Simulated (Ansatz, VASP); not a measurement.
# One calculation of TiO2, two programs

```
Ti O
1.0
     6.15358   -1.88347    0.00000
     6.15358    1.88347    0.00000
    -1.92833    0.00000    6.32897
Ti O
4 8
Direct
  0.80471 0.80471 0.71624
  0.09993 0.09993 0.71040
  0.19529 0.19529 0.28376
  0.90007 0.90007 0.28960
  0.05835 0.05835 0.36998
  0.63807 0.63807 0.70660
  0.13281 0.13281 0.00471
  0.94165 0.94165 0.63002
  0.73651 0.73651 0.34750
  0.86719 0.86719 0.99529
  0.26349 0.26349 0.65250
  0.36193 0.36193 0.29340
```

Alike in both runs: task single point; functional PBE; k mesh 6 × 6 × 4; occupations gaussian, width 0.1 eV; no spin polarisation.

|  | VASP | Ansatz |
| --- | --- | --- |
| version | VASP 6.6.1 | Ansatz 0.2.0 |
| potentials or method | VASP PAW PBE potentials, release 64 (Ti_sv, O), cutoff 520 eV | scalar-relativistic, plane waves, PAW |
| valence electrons in the cell | 96 | 96 |

```csv
,VASP,Ansatz,Ansatz less VASP
gap on the k mesh at the Fermi level (eV),2.73,2.75,+0.022
least direct gap on the mesh (eV),2.90,2.92,+0.021
pressure (GPa),-0.6,-1.2,-0.60
"traceless stress, the component that is largest in VASP (GPa)",-0.03,-0.10,-0.071
rms of the force components (eV/Å),0.032,0.053,+0.0215
```

Atom by atom the forces differ by 0.024 eV/Å (rms over components). With one functional, cell and mesh, what is left measures potentials, basis and numerics.
